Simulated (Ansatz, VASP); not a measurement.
**One calculation of Tl, two programs**

The input INCAR:

```
SYSTEM = Tl
ALGO = Normal
EDIFF = 1E-6
ENCUT = 520
GGA = PE
ISIF = 2
ISMEAR = 0
IVDW = 12
LASPH = .TRUE.
LCHARG = .FALSE.
LREAL = .FALSE.
LWAVE = .FALSE.
NBANDS = 34
NELM = 100
PREC = Accurate
SIGMA = 0.1
```

KPOINTS

```
k-points
0
G
  18 18 6
  0 0 0
```

File POSCAR:

```
Tl
1.0
    3.4563066890      0.0000000000      0.0000000000
   -1.7281533445      2.9932493959      0.0000000000
    0.0000000000      0.0000000000     11.5769823401
Tl
4
Direct
    0.0000000000      0.0000000000      0.0000000000
    0.3333333333      0.6666666667      0.2500000000
    0.0000000000      0.0000000000      0.5000000000
    0.6666666667      0.3333333333      0.7500000000
```

Input for Ansatz:

```yaml
crystal:
  lattice:
    - [3.456306689, 0.0, 0.0]
    - [-1.7281533445, 2.9932493959, 0.0]
    - [0.0, 0.0, 11.5769823401]
  atoms:
    - { symbol: Tl, position: [0.0, 0.0, 0.0] }
    - { symbol: Tl, position: [0.3333333333, 0.6666666667, 0.25] }
    - { symbol: Tl, position: [0.0, 0.0, 0.5] }
    - { symbol: Tl, position: [0.6666666667, 0.3333333333, 0.75] }
basis:
  ecutwfc: 420
kpoints:
  mp_grid: { grid: [18, 18, 6] }
hamiltonian:
  xc: pbe
  dispersion: d3bj
scf:
  occupations: { method: gaussian, width: 0.1 }
output:
  forces: true
  stress: true
  eigenvalues: true
```

Change from the starting cell: strain along c alone, the other axes held, atoms relaxed: +2.0 %.

Alike in both runs: task single point; functional PBE; dispersion D3(BJ); k mesh 18 × 18 × 6; occupations gaussian, width 0.1 eV; no spin polarisation.

```csv
,VASP,Ansatz
version,VASP 6.6.1,Ansatz 0.2.0
potentials or method,"VASP PAW PBE potentials, release 64 (Tl_d), cutoff 520 eV","scalar-relativistic, plane waves, PAW"
valence electrons in the cell,52,52
```

|  | VASP | Ansatz | Ansatz less VASP |
| --- | --- | --- | --- |
| gap on the k mesh at the Fermi level (eV) | none | none | - |
| pressure (GPa) | -0.7 | -0.6 | +0.07 |
| traceless stress, the component that is largest in VASP (GPa) | -0.45 | -0.45 | +0.001 |

A gap of «none» marks a metal or a gap that the smearing closes.

Spin-orbit coupling is off throughout.
